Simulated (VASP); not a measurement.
## Ba3HfO: single point with PBE

Crystal: Ba3HfO.

```xyz
5
Lattice="6.5592 0.0000 0.0000 0.0000 6.5592 0.0000 0.0000 0.0000 4.1306" Properties=species:S:1:pos:R:3 pbc="T T T"
Ba    3.2796    0.0000    2.0653
Ba    0.0000    3.2796    2.0653
Ba    0.0000    0.0000    0.0000
Hf    3.2796    3.2796    0.0000
O     3.2796    3.2796    2.0653
```

* Program: VASP 6.6.1
* Task: single point
* Functional: PBE
* Potentials or basis: VASP PAW PBE potentials, release 64 (Ba_sv, Hf_pv, O)
* Cutoff: 520 eV
* k mesh: 4 × 4 × 4
* Occupations: gaussian, width 0.1 eV
* Spin: no spin polarisation

- Pressure: 0.1 GPa
- Band gap on the k mesh: zero (band 23 reaches 3.15 eV, above the bottom of band 24 at 2.73 eV)

Stress tensor (GPa, compression positive):
```
 0.43  0.00  0.00
 0.00  0.43  0.00
 0.00  0.00 -0.43
```

Levels at points of the mesh, in eV from the Fermi level:
```csv
k point,band 19,band 20,band 21,band 22,band 23,band 24,band 25,band 26,band 27,band 28
"(0.00, 0.00, 0.00)",-4.02,-3.12,-1.32,-1.23,-1.07,0.62,0.62,0.90,1.07,2.03
"(0.50, 0.00, 0.00)",-4.03,-2.15,-1.52,-0.56,-0.19,0.11,0.21,0.74,1.19,1.64
"(0.50, 0.50, 0.00)",-4.05,-1.50,-0.55,-0.55,-0.53,0.24,0.85,0.98,0.98,1.21
"(0.00, 0.00, 0.50)",-4.97,-1.34,-0.05,-0.05,0.25,0.33,0.68,1.00,1.23,1.23
"(0.50, 0.00, 0.50)",-4.99,-1.71,-0.47,-0.36,-0.29,0.18,0.45,0.61,1.37,1.39
"(0.50, 0.50, 0.50)",-5.32,-2.31,-1.15,-0.59,-0.59,-0.17,0.35,1.86,1.86,2.13
```

Wall time 85 s on 1 thread of Intel(R) Xeon(R) Platinum 8488C (Sapphire Rapids), with other jobs on the host, peak memory 0.32 GiB.

Caveat: the k points lie up to 0.38 Å⁻¹ apart; spin-orbit coupling is left out, which moves the levels of the heavy elements.
